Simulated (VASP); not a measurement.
Set up this calculation in VASP 6.6.1, as the native input.

- Task: single point
- Functional: PBE
- Dispersion: D3(BJ)
- Potentials or basis: VASP PAW PBE potentials, release 64 (C, H)
- Cutoff: 520 eV
- k mesh: 6 × 6 × 1
- Occupations: gaussian, width 0.1 eV
- Spin: no spin polarisation
- Dipole correction: yes
- Further INCAR settings: ALGO = Normal; EDIFF = 1e-06; NBANDS = 28

The structure of HC4 lies in POSCAR:

```
HC4
1.0
    4.9313048819      0.0000000000      0.0000000000
   -2.4656524409      4.2706353015      0.0000000000
    0.0000000000      0.0000000000     18.0000331942
C H
8 2
Direct
    0.3333333333      0.1666666667      0.2222236565
    0.3333333333      0.6666666667      0.2222236565
    0.8333333333      0.1666666667      0.2222236565
    0.8333333333      0.6666666667      0.2222236565
    0.1666666667      0.3333333333      0.2222218124
    0.1666666667      0.8333333333      0.2222218124
    0.6666666667      0.3333333333      0.2222218124
    0.6666666667      0.8333333333      0.2222218124
    0.1458575998      0.1666666667      0.3183345904
    0.5208090669      0.1666666667      0.3183345904
```

One way to write it, as run:

INCAR

```
PREC = Accurate ; ENCUT = 520
EDIFF = 1E-6 ; ISMEAR = 0
SIGMA = 0.1 ; LREAL = F
LASPH = T ; NELM = 100
ALGO = Normal ; ISIF = 2
LWAVE = F ; LCHARG = F
LDIPOL = T ; IDIPOL = 3
DIPOL = 0.5 0.5 0.241 ; GGA = PE
IVDW = 12 ; NBANDS = 28
```

KPOINTS

```
Automatic mesh
0
Gamma
  6 6 1
```

Potentials or basis: VASP PAW PBE potentials, release 64 (C, H).

The run is started by

```bash
$ cat potpaw_PBE.64/C/POTCAR potpaw_PBE.64/H/POTCAR > POTCAR
$ mpirun -np 1 vasp_std > vasp.out
```

It gave:

| Item | Value |
| --- | --- |
| Largest force | 2.313 eV/Å |
| Band gap on the k mesh | zero (bands 17 and 18 overlap by 0.01 eV) |
| Dispersion energy per atom | -0.091 eV |

Run time: 3.1 min on 1 thread of Intel(R) Xeon(R) Platinum 8488C (Sapphire Rapids), with other jobs on the host, peak memory 0.56 GiB.
